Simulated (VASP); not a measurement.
# CdF2 (R3m) in VASP: further runs

The runs below take CdF2 through single point, with r2SCAN.

All numbers are computed with VASP 6.6.1; they aren't measurements. Logs are shortened: lines on timing, memory, paths and dates and some standing lists are left out, and cuts for length are marked.

## Step 1: The cell of the first run

The structure is trigonal, space group R3m (No. 160). The conventional cell has a = 3.810 Å, b = 3.810 Å, c = 9.332 Å, α = 90.00°, β = 90.00°, γ = 120.00°. Cd (site symmetry 3m) has 8 F at 2.26 to 2.41 Å within 3.0 Å. Within 3.0 Å of F (site symmetry 3m) lie 4 Cd at 2.26 to 2.36 Å and 6 F at 2.69 Å. Within 3.1 Å of F (site symmetry 3m) lie 4 Cd at 2.31 to 2.41 Å and 6 F at 2.69 Å.

## Step 2: Single point, r2SCAN (all Cd atoms moved +0.075 Å, as atom 1 along Cartesian [1 1 1])

Input file POSCAR:

```
CdF2
1.0
    0.0000000000      2.6940000000      2.6940000000
    2.6940000000      0.0000000000      2.6940000000
    2.6940000000      2.6940000000      0.0000000000
Cd F
1 2
Direct
    0.0080366129      0.0080366129      0.0080366129
    0.2500000000      0.2500000000      0.2500000000
    0.7500000000      0.7500000000      0.7500000000
```

Input file INCAR.step1:

```
SYSTEM = CdF2
PREC = Accurate ; ENCUT = 520
ISMEAR = 0 ; SIGMA = 0.05
LREAL = .False. ; LASPH = .True.
NELM = 100 ; NBANDS = 20
GGA = PE ; ALGO = Normal
EDIFF = 1E-4 ; LWAVE = .True.
LCHARG = .False.
```

Input file INCAR.step2:

```
SYSTEM = CdF2
PREC = Accurate ; ENCUT = 520
EDIFF = 1E-6 ; ISMEAR = 0
SIGMA = 0.05 ; LREAL = .False.
LASPH = .True. ; NELM = 100
ALGO = Normal ; ISIF = 2
LWAVE = .False. ; LCHARG = .False.
METAGGA = R2SCAN ; LMIXTAU = .True.
NBANDS = 20 ; ISTART = 1
```

Input file KPOINTS:

```
Automatic mesh
0
Gamma
  8 8 8
  0 0 0
```

Potentials or basis: VASP PAW PBE potentials, release 64 (Cd, F).

Started as:

```sh
$ cat potpaw_PBE.64/Cd/POTCAR potpaw_PBE.64/F/POTCAR > POTCAR
$ cp INCAR.step1 INCAR
$ mpirun -np 1 vasp_std > vasp.out
$ cp INCAR.step2 INCAR
$ mpirun -np 1 vasp_std > vasp.out
```

OUTCAR:

```text
SYSTEM = CdF2
   PREC = Accurate
   ENCUT = 520
   EDIFF = 1E-6
   ISMEAR = 0
   LREAL = .False.
   LASPH = .True.
   NELM = 100
   ISIF = 2
   METAGGA = R2SCAN
   ISTART = 1

 ion  position               nearest neighbor table
   1  0.008  0.008  0.008-   2 2.26   3 2.31   3 2.31   3 2.31   2 2.36   2 2.36   2 2.36   3 2.41

   2  0.250  0.250  0.250-   1 2.26   1 2.36   1 2.36   1 2.36
   3  0.750  0.750  0.750-   1 2.31   1 2.31   1 2.31   1 2.41

  LATTYP: Found a face centered cubic cell.
 ALAT       =     5.3880000000

  Lattice vectors:

 A1 = (   0.0000000000,   2.6940000000,   2.6940000000)
 A2 = (   2.6940000000,   0.0000000000,   2.6940000000)
 A3 = (   2.6940000000,   2.6940000000,   0.0000000000)

Analysis of symmetry for initial positions (statically):
=====================================================================
 Subroutine PRICEL returns:
 Original cell was already a primitive cell.

 Routine SETGRP: Setting up the symmetry group for a
 face centered cubic supercell.

 Subroutine GETGRP returns: Found  6 space group operations
 (whereof  6 operations were pure point group operations)
 out of a pool of 48 trial point group operations.

The static configuration has the point symmetry C_3v.

Analysis of symmetry for dynamics (positions and initial velocities):
=====================================================================
 Subroutine PRICEL returns:
 Original cell was already a primitive cell.

 Routine SETGRP: Setting up the symmetry group for a
 face centered cubic supercell.

 Subroutine GETGRP returns: Found  6 space group operations
 (whereof  6 operations were pure point group operations)
 out of a pool of 48 trial point group operations.

The dynamic configuration has the point symmetry C_3v.

 Subroutine INISYM returns: Found  6 space group operations
 (whereof  6 operations are pure point group operations),
 and found     1 'primitive' translations

----------------------------------------------------------------------------------------

                                     Primitive cell

  volume of cell :      39.1041

  direct lattice vectors                    reciprocal lattice vectors
     0.000000000  2.694000000  2.694000000    -0.185597624  0.185597624  0.185597624
     2.694000000  0.000000000  2.694000000     0.185597624 -0.185597624  0.185597624
     2.694000000  2.694000000  0.000000000     0.185597624  0.185597624 -0.185597624

  length of vectors
     3.809891337  3.809891337  3.809891337     0.321464515  0.321464515  0.321464515

  position of ions in fractional coordinates (direct lattice)
     0.008036613  0.008036613  0.008036613
     0.250000000  0.250000000  0.250000000
     0.750000000  0.750000000  0.750000000

  ion indices of the primitive-cell ions
   primitive index   ion index
                 1           1
                 2           2
                 3           3

----------------------------------------------------------------------------------------

 KPOINTS: Automatic mesh

Automatic generation of k-mesh.
 Grid dimensions read from file:
 generate k-points for:    8    8    8

 Generating k-lattice:

  Cartesian coordinates                     Fractional coordinates (reciprocal lattice)
    -0.023199703  0.023199703  0.023199703     0.125000000  0.000000000  0.000000000
     0.023199703 -0.023199703  0.023199703     0.000000000  0.125000000  0.000000000
     0.023199703  0.023199703 -0.023199703     0.000000000  0.000000000  0.125000000

  Length of vectors
     0.040183064  0.040183064  0.040183064

  Shift w.r.t. Gamma in fractional coordinates (k-lattice)
     0.000000000  0.000000000  0.000000000

 Subroutine IBZKPT returns following result:
 ===========================================

 Found     65 irreducible k-points:

 Following reciprocal coordinates:
            Coordinates               Weight
  0.000000  0.000000  0.000000      1.000000
  0.125000  0.000000  0.000000      6.000000
  0.125000  0.125000  0.125000      2.000000
  0.250000  0.000000  0.000000      6.000000
  0.250000  0.250000  0.250000      2.000000
  0.375000  0.000000  0.000000      6.000000
[... 16 lines left out ...]
 -0.250000  0.125000  0.000000     12.000000
  0.125000  0.125000  0.375000      6.000000
 [... further k-points ...]
   k-points           NKPTS =     65   k-points in BZ     NKDIM =     65   number of bands    NBANDS=     20
   number of dos      NEDOS =    301   number of ions     NIONS =      3
   total plane-waves  NPLWV =  21952
   dimension x,y,z NGX =    28 NGY =   28 NGZ =   28
   dimension x,y,z NGXF=    56 NGYF=   56 NGZF=   56
   ions per type =               1   2
   NGX,Y,Z   is equivalent  to a cutoff of  12.22, 12.22, 12.22 a.u.
   NGXF,Y,Z  is equivalent  to a cutoff of  24.44, 24.44, 24.44 a.u.
 SYSTEM =  CdF2
   PREC   = accura    normal or accurate (medium, high low for compatibility)
   ISTART =      1    job   : 0-new  1-cont  2-samecut
   ICHARG =      0    charge: 1-file 2-atom 10-const
   ISPIN  =      1    spin polarized calculation?
   LNONCOLLINEAR =      F non collinear calculations
   LSORBIT =      F    spin-orbit coupling
   LASPH  =      T    aspherical Exc in radial PAW
   ENCUT  =  520.0 eV  38.22 Ry    6.18 a.u.   7.08  7.08  7.08*2*pi/ulx,y,z
   NELM   =    100;   NELMIN=  2; NELMDL=  0     # of ELM steps
   EDIFF  = 0.1E-05   stopping-criterion for ELM
   LREAL  =      F    real-space projection
   EDIFFG = 0.1E-04   stopping-criterion for IOM
   NSW    =      0    number of steps for IOM
   IBRION =     -1    ionic relax: 0-MD 1-quasi-New 2-CG
   NFREE  =      0    steps in history (QN), initial steepest desc. (CG)
   ISIF   =      2    stress and relaxation
   ISYM   =      2    0-nonsym 1-usesym 2-fastsym
   POTIM  = 0.5000    time-step for ionic-motion
   TEBEG  =    0.0;   TEEND  =   0.0 temperature during run
   PSTRESS=    0.0 pullay stress
   NELECT =      26.0000    total number of electrons
   NUPDOWN=      -1.0000    fix difference up-down
   EMIN   =  10.00;   EMAX   =-10.00  energy-range for DOS
   EFERMI =   0.00;   METHOD = LEGACY
   ISMEAR =     0;   SIGMA  =   0.05  broadening in eV -4-tet -1-fermi 0-gaus
   EFERMI_NEDOS =   21; number of points for ismear=-14 and -15
   IALGO  =     38    algorithm
   IMIX   =      4    mixing-type and parameters
     AMIX     =   0.40;   BMIX     =  1.00
     AMIX_MAG =   1.60;   BMIX_MAG =  1.00
  volume/ion in A,a.u.               =      13.03        87.96
  Fermi-wavevector in a.u.,A,eV,Ry     =   1.428867  2.700166 27.778468  2.041660
  Thomas-Fermi vector in A             =   2.548882
   LORBIT       =      0    0 simple, 1 ext, 2 COOP (PROOUT), +10 PAW based schemes
   METAGGA = R2SCAN    functional components
   LHFCALC =     F    Hartree Fock is set to
   AEXX    =    0.0000 exact exchange contribution
   IVDW    =     0    specifies the selected vdW correction
   LEPSILON=     F    determine dielectric tensor
   LRPA    =     F    only Hartree local field effects (RPA)
 non-spin polarized calculation
 Gauss-broadening in eV      SIGMA  =   0.05
  energy-cutoff  :      520.00
  volume of cell :       39.10
 maximum number of plane-waves:      1067
   NGX = 15   NGY = 15   NGZ = 15

 number of electron      25.9999977 magnetization

 Free energy of the ion-electron system (eV)
  ---------------------------------------------------
  ext. energy  EPLUGINS =         0.00000000
  ---------------------------------------------------
  free energy    TOTEN  =       -33.70225770 eV

  energy without entropy =      -33.70225770  energy(sigma->0) =      -33.70225770

 E-fermi :  -1.6214     XC(G=0): -11.0471

 val. band max:       -1.8721781258   @ k =  -0.2500   0.5000   0.2500
 cond. band min:       1.8841275743   @ k =   0.0000   0.0000   0.0000
 fundamental gap:      3.7563057001
 Fermi energy:        -1.6214078376

 k-point     1 :       0.0000    0.0000    0.0000
  band No.  band energies     occupation
      1     -23.8127      2.00000
      2     -22.7487      2.00000
      3      -7.5001      2.00000
      4      -7.4983      2.00000
      5      -7.4983      2.00000
      6      -6.2635      2.00000
[... 12 lines left out ...]
     19      18.9711      0.00000
     20      18.9711      0.00000

 k-point     2 :       0.1250    0.0000    0.0000
  band No.  band energies     occupation
      1     -23.7650      2.00000
      2     -22.7905      2.00000
      3      -7.4623      2.00000
      4      -7.4379      2.00000
      5      -7.3086      2.00000
      6      -6.2820      2.00000
[... 12 lines left out ...]
     19      18.5631      0.00000
     20      18.5732      0.00000

 k-point     3 :       0.1250    0.1250    0.1250
  band No.  band energies     occupation
      1     -23.7649      2.00000
      2     -22.7906      2.00000
      3      -7.4385      2.00000
      4      -7.4385      2.00000
      5      -7.3330      2.00000
      6      -6.2813      2.00000
[... 12 lines left out ...]
     19      18.5602      0.00000
     20      18.5602      0.00000

 k-point     4 :       0.2500    0.0000    0.0000
  band No.  band energies     occupation
      1     -23.6364      2.00000
      2     -22.9065      2.00000
      3      -7.3229      2.00000
      4      -7.2983      2.00000
      5      -6.8583      2.00000
      6      -6.2980      2.00000
[... 12 lines left out ...]
     19      17.8578      0.00000
     20      18.4247      0.00000

 k-point     5 :       0.2500    0.2500    0.2500
  band No.  band energies     occupation
      1     -23.6363      2.00000
      2     -22.9067      2.00000
      3      -7.3006      2.00000
      4      -7.3006      2.00000
      5      -6.8840      2.00000
      6      -6.2950      2.00000
[... 12 lines left out ...]
     19      17.8511      0.00000
     20      18.3967      0.00000
[... 353 lines left out ...]
      6      -6.2249      2.00000
[... 12 lines left out ...]
     19      17.0725      0.00000
     20      19.8021      0.00000

 k-point    22 :      -0.3750    0.5000   -0.3750
  band No.  band energies     occupation
      1     -23.3781      2.00000
      2     -23.1383      2.00000
      3      -7.1367      2.00000
      4      -7.0802      2.00000
      5      -6.3023      2.00000
      6      -6.2174      2.00000
[... 12 lines left out ...]
     19      17.0659      0.00000
     20      19.8072      0.00000

 k-point    23 :      -0.2500    0.1250    0.0000
  band No.  band energies     occupation
      1     -23.5517      2.00000
      2     -22.9800      2.00000
      3      -7.2279      2.00000
      4      -7.1934      2.00000
      5      -6.5933      2.00000
      6      -6.3870      2.00000
[... 12 lines left out ...]
     19      17.1247      0.00000
     20      19.9388      0.00000

 k-point    24 :       0.1250    0.1250    0.3750
  band No.  band energies     occupation
      1     -23.5516      2.00000
      2     -22.9801      2.00000
      3      -7.2321      2.00000
      4      -7.1783      2.00000
      5      -6.6065      2.00000
      6      -6.3879      2.00000
[... 12 lines left out ...]
     19      17.1085      0.00000
     20      19.9465      0.00000

 [... further k-points ...]

------------------------ aborting loop because EDIFF is reached ----------------------------------------

  FORCE on cell =-STRESS in cart. coord.  units (eV):
  Direction    XX          YY          ZZ          XY          YZ          ZX
  --------------------------------------------------------------------------------------
  -------------------------------------------------------------------------------------
  Total        0.3327831      0.3327831      0.3327831      0.0538758      0.0538758      0.0538758
  in kB       13.6348088     13.6348088     13.6348088      2.2074038      2.2074038      2.2074038
  external PRESSURE =      13.6348088 kB  Pullay stress =       0.0000000 kB

 VOLUME and BASIS-vectors are now :
 -----------------------------------------------------------------------------
  energy-cutoff  :      520.00
  volume of cell :       39.10
      direct lattice vectors                 reciprocal lattice vectors
     0.000000000  2.694000000  2.694000000    -0.185597624  0.185597624  0.185597624
     2.694000000  0.000000000  2.694000000     0.185597624 -0.185597624  0.185597624
     2.694000000  2.694000000  0.000000000     0.185597624  0.185597624 -0.185597624

 POSITION                                       TOTAL-FORCE (eV/Angst)
 -----------------------------------------------------------------------------------
      0.04330      0.04330      0.04330        -0.263031     -0.263031     -0.263031
      1.34700      1.34700      1.34700         0.159766      0.159766      0.159766
      4.04100      4.04100      4.04100         0.103266      0.103266      0.103266
 -----------------------------------------------------------------------------------
    total drift:                                0.000592      0.000592      0.000592

  FREE ENERGIE OF THE ION-ELECTRON SYSTEM (eV)
  ---------------------------------------------------
  free  energy   TOTEN  =       -33.7022576999 eV

  energy  without entropy=      -33.7022576999  energy(sigma->0) =      -33.70225770
```

It took 3.9 min on 1 thread of Intel Xeon 8259CL, shared host; peak memory 0.2 GiB.

What came out:

| Item | Value |
| --- | --- |
| Free energy | -33.7023 eV |
| Pressure | 1.4 GPa |
| Largest force | 0.456 eV/Å |
| Band gap on the k mesh | 3.76 eV (least direct gap 4.26 eV) |

Forces on the atoms (eV/Å):
```
Cd  -0.263 -0.263 -0.263
F    0.160  0.160  0.160
F    0.103  0.103  0.103
```

Levels at points of the mesh, in eV from the valence-band top:
```
           k point  band 11  band 12  band 13  band 14  band 15  band 16
(0.00, 0.00, 0.00)    -0.50    -0.50    -0.50     3.76    13.62    13.62
(0.50, 0.00, 0.00)    -1.83    -0.40    -0.39     7.99     9.70    15.60
(0.50, 0.50, 0.50)    -1.84    -0.40    -0.40     7.99     9.71    15.60
(0.50, 0.50, 0.00)    -0.50    -0.10    -0.08     8.88    10.55    12.18
```

Caveat: the cell differs from its parent crystal (all Cd atoms moved +0.075 Å, as atom 1 along Cartesian [1 1 1]); the PAW data sets were made with another functional, which shifts forces and pressure a little. A k mesh can miss the band edges.

## Step 3: Single point, r2SCAN (all Cd atoms moved +0.113 Å, as atom 1 along Cartesian [1 1 1])

POSCAR: that of step 2 with these lines changed.

```diff
@@ -8,3 +8,3 @@
 Direct
-    0.0080366129      0.0080366129      0.0080366129
+    0.0120549193      0.0120549193      0.0120549193
     0.2500000000      0.2500000000      0.2500000000
```

Input file INCAR.step1:

```
PREC = Accurate
ENCUT = 520
ISMEAR = 0
SIGMA = 0.05
LREAL = False
LASPH = True
NELM = 100
NBANDS = 20
GGA = PE
ALGO = Normal
EDIFF = 1E-4
LWAVE = True
LCHARG = False
```

Input file INCAR.step2:

```
PREC = Accurate
ENCUT = 520
EDIFF = 1E-6
ISMEAR = 0
SIGMA = 0.05
LREAL = False
LASPH = True
NELM = 100
ALGO = Normal
ISIF = 2
LWAVE = False
LCHARG = False
METAGGA = R2SCAN
LMIXTAU = True
NBANDS = 20
ISTART = 1
```

Input file KPOINTS:

```
regular mesh
0
Gamma
  8 8 8
```

Potentials or basis: VASP PAW PBE potentials, release 64 (Cd, F).

Started as:

```sh
$ cat potpaw_PBE.64/Cd/POTCAR potpaw_PBE.64/F/POTCAR > POTCAR
$ cp INCAR.step1 INCAR
$ mpirun -np 1 vasp_std > vasp.out
$ cp INCAR.step2 INCAR
$ mpirun -np 1 vasp_std > vasp.out
```

It took 3.9 min on 1 thread of Intel Xeon 8259CL, shared host; peak memory 0.19 GiB.

It converged, with:

```yaml
Free_energy: -33.6805 eV
Pressure: 1.8 GPa
Largest_force: 0.707 eV/Å
Band_gap_on_the_k_mesh: 3.76 eV (least direct gap 4.26 eV)
```

Forces on the atoms (eV/Å):
```
Cd  -0.408 -0.408 -0.408
F    0.269  0.269  0.269
F    0.139  0.139  0.139
```

Stress tensor (GPa, compression positive):
```
1.80 0.51 0.51
0.51 1.80 0.51
0.51 0.51 1.80
```

Levels at points of the mesh, in eV from the valence-band top:
```csv
k point,band 10,band 11,band 12,band 13,band 14,band 15,band 16,band 17
"(0.00, 0.00, 0.00)",-0.96,-0.50,-0.50,-0.49,3.76,13.63,13.63,13.69
"(0.50, 0.00, 0.00)",-1.83,-1.81,-0.40,-0.38,7.99,9.70,15.61,15.68
"(0.50, 0.50, 0.50)",-1.84,-1.84,-0.40,-0.40,7.99,9.73,15.61,15.61
"(0.50, 0.50, 0.00)",-2.77,-0.48,-0.11,-0.07,8.88,10.56,12.17,15.32
```

Caveat: the cell differs from its parent crystal (all Cd atoms moved +0.113 Å, as atom 1 along Cartesian [1 1 1]); the PAW data sets were made with another functional, which shifts forces and pressure a little. A k mesh can miss the band edges.

## Step 4: Single point, r2SCAN (all Cd atoms moved +0.037 Å, as atom 1 along Cartesian [1 1 1])

POSCAR: that of step 3 with these lines changed.

```diff
@@ -8,3 +8,3 @@
 Direct
-    0.0120549193      0.0120549193      0.0120549193
+    0.0040183064      0.0040183064      0.0040183064
     0.2500000000      0.2500000000      0.2500000000
```

Input file INCAR.step1:

```
SYSTEM = CdF2
PREC = Accurate
ENCUT = 520
ISMEAR = 0
SIGMA = 0.05
LREAL = .False.
LASPH = .True.
NELM = 60
NBANDS = 20
GGA = PE
ALGO = Normal
EDIFF = 1E-4
LWAVE = .True.
LCHARG = .False.
```

Input file INCAR.step2:

```
SYSTEM = CdF2
PREC = Accurate
ENCUT = 520
EDIFF = 1E-6
ISMEAR = 0
SIGMA = 0.05
LREAL = .False.
LASPH = .True.
NELM = 60
ALGO = Normal
ISIF = 2
LWAVE = .False.
LCHARG = .False.
METAGGA = R2SCAN
LMIXTAU = .True.
NBANDS = 20
ISTART = 1
```

Input file KPOINTS:

```
regular mesh
0
Gamma
  8 8 8
  0 0 0
```

Started as:

```sh
$ cat potpaw_PBE.64/Cd/POTCAR potpaw_PBE.64/F/POTCAR > POTCAR
$ cp INCAR.step1 INCAR
$ mpirun -np 1 vasp_std > vasp.out
$ cp INCAR.step2 INCAR
$ mpirun -np 1 vasp_std > vasp.out
```

It took 3.9 min on 1 thread of Intel Xeon 8259CL, shared host; peak memory 0.2 GiB.

It converged, with:

```
Free energy            : -33.7150 eV
Pressure               : 1.1 GPa
Largest force          : 0.225 eV/Å
Band gap on the k mesh : 3.75 eV (least direct gap 4.25 eV)
```

Forces on the atoms (eV/Å):
```
Cd  -0.130 -0.130 -0.130
F    0.072  0.072  0.072
F    0.058  0.058  0.058
```

Stress tensor (GPa, compression positive):
```
1.11 0.05 0.05
0.05 1.11 0.05
0.05 0.05 1.11
```

Levels at points of the mesh, in eV from the valence-band top:
| k point | band 9 | band 10 | band 11 | band 12 | band 13 | band 14 | band 15 | band 16 | band 17 | band 18 |
| --- | --- | --- | --- | --- | --- | --- | --- | --- | --- | --- |
| (0.00, 0.00, 0.00) | -0.99 | -0.99 | -0.50 | -0.50 | -0.50 | 3.75 | 13.61 | 13.61 | 13.62 | 17.92 |
| (0.50, 0.00, 0.00) | -2.28 | -1.85 | -1.85 | -0.40 | -0.40 | 7.99 | 9.70 | 15.60 | 15.60 | 18.95 |
| (0.50, 0.50, 0.50) | -2.28 | -1.85 | -1.85 | -0.40 | -0.40 | 7.99 | 9.70 | 15.60 | 15.60 | 18.96 |
| (0.50, 0.50, 0.00) | -2.97 | -2.92 | -0.51 | -0.09 | -0.09 | 8.88 | 10.55 | 12.18 | 15.31 | 15.31 |

Caveat: the cell differs from its parent crystal (all Cd atoms moved +0.037 Å, as atom 1 along Cartesian [1 1 1]); the PAW data sets were made with another functional, which shifts forces and pressure a little.

## Step 5: Summary

```tsv
cell	gap on the mesh (eV)	pressure (GPa)	largest force (eV/Å)
as given, atomic positions A	3.76	1.4	0.46
as given, atomic positions B	3.76	1.8	0.71
as given, atomic positions C	3.75	1.1	0.22
```

Alike in all rows: task single point; level r2SCAN; potentials or basis VASP PAW PBE potentials, release 64 (Cd, F); no spin polarisation; k mesh 8 × 8 × 8; cutoff (eV) 520; smearing gaussian 0.05 eV.

Caveats: the PAW data sets were made with another functional, which shifts forces and pressure a little.

Absolute energies hang on the potentials; compare differences alone.
